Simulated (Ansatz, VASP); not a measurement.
# PbSe in VASP and in Ansatz

```xyz
2
Lattice="0.0000 3.2123 3.0631 3.2123 0.0000 3.0631 3.2123 3.2123 0.0000" Properties=species:S:1:pos:R:3 pbc="T T T"
Pb    0.0000    0.0000    0.0000
Se    3.2123    3.2123    3.0631
```

Change from the starting cell: epitaxial_xy strain +4.0%.

Alike in both runs: task single point; functional r2SCAN; k mesh 8 × 8 × 8; no spin polarisation.

|  | VASP | Ansatz |
| --- | --- | --- |
| version | VASP 6.6.1 | Ansatz 0.2.0 |
| potentials or method | VASP PAW PBE potentials, release 64 (Pb_d, Se) | plane waves, PAW |
| plane-wave cutoff (eV) | 550 | 500 |
| occupations | gaussian, width 0.01 eV | fixed |
| valence electrons in the cell | 20 | 30 |

Ansatz gave:

```
gap on the k mesh at the Fermi level (eV)                     : 0.80
pressure (GPa)                                                : -2.8
traceless stress, the component that is largest in VASP (GPa) : 2.82
```

**Question.** Which values does VASP return?

**Answer.** gap on the k mesh at the Fermi level (eV): 0.81; pressure (GPa): -2.8; traceless stress, the component that is largest in VASP (GPa): 2.83.

VASP's potentials were made for PBE, not for r2SCAN. VASP's potentials hold 20 valence electrons a cell and Ansatz's 30, so a difference there can come from the potentials and not from the codes.

Neither program's run includes spin-orbit coupling.
